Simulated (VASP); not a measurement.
# Cu (Im-3m) in VASP: notebook

The runs below take Cu through single point, with PBE.

All numbers are computed with VASP 6.6.1; they aren't measurements. Logs are shortened: lines on timing, memory, paths and dates and some standing lists are left out, and cuts for length are marked.

### Step 1. The cell of the first run

The structure is cubic, space group Im-3m (No. 229). The conventional cell has a = 2.664 Å, b = 2.664 Å, c = 2.664 Å, α = 90.00°, β = 90.00°, γ = 90.00°. Within 3.0 Å of Cu (site symmetry m-3m) lie 14 Cu at 2.31 to 2.66 Å.

### Step 2. Single point, PBE

Input file INCAR:

```
SYSTEM = Cu
ALGO     = Normal         ! electronic algorithm
EDIFF    = 1E-7           ! SCF threshold, eV
ENCUT    = 520            ! plane-wave cutoff, eV
GGA      = PE             ! functional
ISIF     = 2              ! what is computed and relaxed
ISMEAR   = -1             ! smearing method
LASPH    = .TRUE.         ! aspherical terms in the spheres
LCHARG   = .FALSE.        ! write CHGCAR
LREAL    = .FALSE.        ! projectors in reciprocal space
LWAVE    = .FALSE.        ! write WAVECAR
NBANDS   = 12             ! bands
NELM     = 60             ! most SCF steps
PREC     = Accurate       ! precision mode
SIGMA    = 0.05           ! smearing width, eV
```

Input file KPOINTS:

```
k-points
0
G
  20 20 20
  0 0 0
```

Input file POSCAR:

```
Cu
1.0
   -1.3321993000      1.3321993000      1.3321993000
    1.3321993000     -1.3321993000      1.3321993000
    1.3321993000      1.3321993000     -1.3321993000
Cu
1
Direct
    0.0000000000      0.0000000000      0.0000000000
```

Potentials or basis: VASP PAW PBE potentials, release 64 (Cu).

On the command line:

```console
> cat potpaw_PBE.64/Cu/POTCAR > POTCAR
> mpirun -np 1 vasp_std > vasp.out
```

OUTCAR:

```text
SYSTEM = Cu
   EDIFF = 1E-7
   ENCUT = 520
   GGA = PE
   ISIF = 2
   ISMEAR = -1
   LASPH = .TRUE.
   LREAL = .FALSE.
   NELM = 60
   PREC = Accurate

 ion  position               nearest neighbor table
   1  0.000  0.000  0.000-

  LATTYP: Found a body centered cubic cell.
 ALAT       =     2.6643986000

  Lattice vectors:

 A1 = (  -1.3321993000,   1.3321993000,   1.3321993000)
 A2 = (   1.3321993000,  -1.3321993000,   1.3321993000)
 A3 = (   1.3321993000,   1.3321993000,  -1.3321993000)

Analysis of symmetry for initial positions (statically):
=====================================================================
 Subroutine PRICEL returns:
 Original cell was already a primitive cell.

 Routine SETGRP: Setting up the symmetry group for a
 body centered cubic supercell.

 Subroutine GETGRP returns: Found 48 space group operations
 (whereof 48 operations were pure point group operations)
 out of a pool of 48 trial point group operations.

The static configuration has the point symmetry O_h .

Analysis of symmetry for dynamics (positions and initial velocities):
=====================================================================
 Subroutine PRICEL returns:
 Original cell was already a primitive cell.

 Routine SETGRP: Setting up the symmetry group for a
 body centered cubic supercell.

 Subroutine GETGRP returns: Found 48 space group operations
 (whereof 48 operations were pure point group operations)
 out of a pool of 48 trial point group operations.

The dynamic configuration has the point symmetry O_h .

 Subroutine INISYM returns: Found 48 space group operations
 (whereof 48 operations are pure point group operations),
 and found     1 'primitive' translations

----------------------------------------------------------------------------------------

                                     Primitive cell

  volume of cell :       9.4573

  direct lattice vectors                    reciprocal lattice vectors
    -1.332199300  1.332199300  1.332199300     0.000000000  0.375319218  0.375319218
     1.332199300 -1.332199300  1.332199300     0.375319218  0.000000000  0.375319218
     1.332199300  1.332199300 -1.332199300     0.375319218  0.375319218  0.000000000

  length of vectors
     2.307436873  2.307436873  2.307436873     0.530781529  0.530781529  0.530781529

[... 76 lines left out ...]
   ENCUT  =  520.0 eV  38.22 Ry    6.18 a.u.   4.29  4.29  4.29*2*pi/ulx,y,z
   NELM   =     60;   NELMIN=  2; NELMDL= -5     # of ELM steps
   EDIFF  = 0.1E-06   stopping-criterion for ELM
   LREAL  =      F    real-space projection
   EDIFFG = 0.1E-05   stopping-criterion for IOM
   NSW    =      0    number of steps for IOM
   IBRION =     -1    ionic relax: 0-MD 1-quasi-New 2-CG
   NFREE  =      0    steps in history (QN), initial steepest desc. (CG)
   ISIF   =      2    stress and relaxation
   ISYM   =      2    0-nonsym 1-usesym 2-fastsym
   POTIM  = 0.5000    time-step for ionic-motion
   TEBEG  =    0.0;   TEEND  =   0.0 temperature during run
   PSTRESS=    0.0 pullay stress
   NELECT =      11.0000    total number of electrons
   NUPDOWN=      -1.0000    fix difference up-down
   EMIN   =  10.00;   EMAX   =-10.00  energy-range for DOS
   EFERMI =   0.00;   METHOD = LEGACY
   ISMEAR =    -1;   SIGMA  =   0.05  broadening in eV -4-tet -1-fermi 0-gaus
   EFERMI_NEDOS =   21; number of points for ismear=-14 and -15
   IALGO  =     38    algorithm
   IMIX   =      4    mixing-type and parameters
     AMIX     =   0.40;   BMIX     =  1.00
     AMIX_MAG =   1.60;   BMIX_MAG =  1.00
  volume/ion in A,a.u.               =       9.46        63.82
  Fermi-wavevector in a.u.,A,eV,Ry     =   1.721670  3.253484 40.329667  2.964147
  Thomas-Fermi vector in A             =   2.797878
   LORBIT       =      0    0 simple, 1 ext, 2 COOP (PROOUT), +10 PAW based schemes
   GGA     = PE    functional components
   LHFCALC =     F    Hartree Fock is set to
   AEXX    =    0.0000 exact exchange contribution
   IVDW    =     0    specifies the selected vdW correction
   LEPSILON=     F    determine dielectric tensor
   LRPA    =     F    only Hartree local field effects (RPA)
 non-spin polarized calculation
  energy-cutoff  :      520.00
  volume of cell :        9.46
 maximum number of plane-waves:       268
 NGX is ok and might be reduce to    18
   NGX =  9   NGY =  9   NGZ =  9

 number of electron      11.0000005 magnetization

 Free energy of the ion-electron system (eV)
  ---------------------------------------------------
  ext. energy  EPLUGINS =         0.00000000
  ---------------------------------------------------
  free energy    TOTEN  =        -3.30383380 eV

  energy without entropy =       -3.30112402  energy(sigma->0) =       -3.30247891

 E-fermi :  10.7644     XC(G=0): -14.0727

 val. band max:       10.7443794332   @ k =  -0.3500   0.3500   0.2500
 cond. band min:      10.7700293881   @ k =   0.3000   0.1000   0.1000
 fundamental gap:      0.0256499550
 Fermi energy:        10.7643760445

 k-point     1 :       0.0000    0.0000    0.0000
  band No.  band energies     occupation
      1      -0.4860      2.00000
      2       6.7726      2.00000
      3       6.7726      2.00000
      4       6.7726      2.00000
      5       8.1707      2.00000
      6       8.1707      2.00000
      7      37.8896      0.00000
      8      37.8896      0.00000
      9      37.8896      0.00000
     10      43.2657      0.00000
     11      43.2657      0.00000
     12      44.8786      0.00000
[... 331 lines left out ...]
 k-point    24 :       0.2500    0.1000    0.0000
  band No.  band energies     occupation
      1       3.2321      2.00000
      2       6.1147      2.00000
      3       6.5133      2.00000
      4       7.9263      2.00000
      5       8.3150      2.00000
      6       8.6224      2.00000
      7      23.8569      0.00000
      8      29.2301      0.00000
      9      32.9441      0.00000
     10      37.2803      0.00000
     11      41.9607      0.00000
     12      43.8129      0.00000

 [... further k-points ...]
[... 5 lines left out ...]
  --------------------------------------------------------------------------------------
  -------------------------------------------------------------------------------------
  Total        3.5753763      3.5753763      3.5753763      0.0000000      0.0000000     -0.0000000
  in kB      605.7100097    605.7100097    605.7100097      0.0000000      0.0000000     -0.0000000
  external PRESSURE =     605.7100097 kB  Pullay stress =       0.0000000 kB

 VOLUME and BASIS-vectors are now :
 -----------------------------------------------------------------------------
  energy-cutoff  :      520.00
  volume of cell :        9.46
      direct lattice vectors                 reciprocal lattice vectors
    -1.332199300  1.332199300  1.332199300     0.000000000  0.375319218  0.375319218
     1.332199300 -1.332199300  1.332199300     0.375319218  0.000000000  0.375319218
     1.332199300  1.332199300 -1.332199300     0.375319218  0.375319218  0.000000000

 POSITION                                       TOTAL-FORCE (eV/Angst)
 -----------------------------------------------------------------------------------
      0.00000      0.00000      0.00000         0.000000     -0.000000      0.000000
 -----------------------------------------------------------------------------------
    total drift:                                0.000000      0.000000      0.000000

  FREE ENERGIE OF THE ION-ELECTRON SYSTEM (eV)
  ---------------------------------------------------
  free  energy   TOTEN  =        -3.3038337954 eV

  energy  without entropy=       -3.3011240151  energy(sigma->0) =       -3.30247891
```

OSZICAR:

```text
N       E                     dE             d eps       ncg     rms          rms(c)
DAV:   1     0.410836645952E+02    0.41084E+02   -0.53638E+03  7076   0.164E+03
DAV:   2    -0.302993450476E+01   -0.44114E+02   -0.40752E+02  6340   0.211E+02
DAV:   3    -0.423642943026E+01   -0.12065E+01   -0.12011E+01  7048   0.389E+01
DAV:   4    -0.424284806431E+01   -0.64186E-02   -0.64178E-02  6912   0.250E+00
DAV:   5    -0.424289684550E+01   -0.48781E-04   -0.48779E-04  7104   0.220E-01    0.768E+00
DAV:   6    -0.350614199119E+01    0.73675E+00   -0.99619E+00  7184   0.647E+01    0.228E+00
DAV:   7    -0.332612693640E+01    0.18002E+00   -0.11527E+00  7240   0.217E+01    0.852E-01
DAV:   8    -0.330395439244E+01    0.22173E-01   -0.18234E-02  9068   0.180E+00    0.790E-02
DAV:   9    -0.330382893476E+01    0.12546E-03   -0.77096E-04  9484   0.465E-01    0.263E-02
DAV:  10    -0.330383610554E+01   -0.71708E-05   -0.12292E-05  8620   0.604E-02    0.595E-03
DAV:  11    -0.330383384772E+01    0.22578E-05   -0.10485E-06  6352   0.184E-02    0.406E-04
DAV:  12    -0.330383379542E+01    0.52300E-07   -0.17270E-08  3932   0.161E-03
   1 F= -.33038338E+01 E0= -.33024789E+01  d E =-.270978E-02
```

Wall time 15 s (1 thread of Intel Xeon Platinum 8488C (Sapphire Rapids), shared host); peak memory 0.14 GiB.

What came out:

- Free energy: -3.3038 eV
- Pressure: 60.6 GPa

Levels at points of the mesh, in eV from the Fermi level:
```
           k point  band 1  band 2  band 3  band 4  band 5  band 6  band 7  band 8  band 9  band 10
(0.00, 0.00, 0.00)  -11.25   -3.99   -3.99   -3.99   -2.59   -2.59   27.13   27.13   27.13    32.50
(0.50, 0.00, 0.00)   -6.57   -5.00   -2.64   -2.43   -1.55   -1.26    5.64   19.26   20.50    24.23
(0.50, 0.50, 0.50)   -6.19   -6.19   -1.79   -1.79   -1.79    9.21    9.21    9.21   15.35    15.35
```

### Step 3. Single point, PBE

Input file INCAR:

```
PREC = Accurate
ENCUT = 520
EDIFF = 1E-6
ISMEAR = -1
SIGMA = 0.05
LREAL = F
LASPH = T
NELM = 80
ALGO = Normal
ISIF = 2
LWAVE = F
LCHARG = F
GGA = PE
NBANDS = 12
```

Input file KPOINTS:

```
regular mesh
0
Gamma
  20 20 20
```

Input file POSCAR:

```
Cu
1.0
   -1.3323587923      1.3323587923      1.3323587923
    1.3323587923     -1.3323587923      1.3323587923
    1.3323587923      1.3323587923     -1.3323587923
Cu
1
Direct
    0.0000000000      0.0000000000      0.0000000000
```

Potentials or basis: VASP PAW PBE potentials, release 64 (Cu).

On the command line:

```console
> cat potpaw_PBE.64/Cu/POTCAR > POTCAR
> mpirun -np 1 vasp_std > vasp.out
```

Wall time 15 s (1 thread of Intel Xeon Platinum 8488C (Sapphire Rapids), shared host); peak memory 0.13 GiB.

The run converged. Its results:

```
Free energy : -3.3051 eV
Pressure    : 60.4 GPa
```

Levels at points of the mesh, in eV from the Fermi level:
| k point | band 3 | band 4 | band 5 | band 6 | band 7 | band 8 |
| --- | --- | --- | --- | --- | --- | --- |
| (0.00, 0.00, 0.00) | -3.99 | -3.99 | -2.59 | -2.59 | 27.12 | 27.12 |
| (0.50, 0.00, 0.00) | -2.63 | -2.43 | -1.55 | -1.26 | 5.63 | 19.26 |
| (0.50, 0.50, 0.50) | -1.79 | -1.79 | -1.79 | 9.21 | 9.21 | 9.21 |
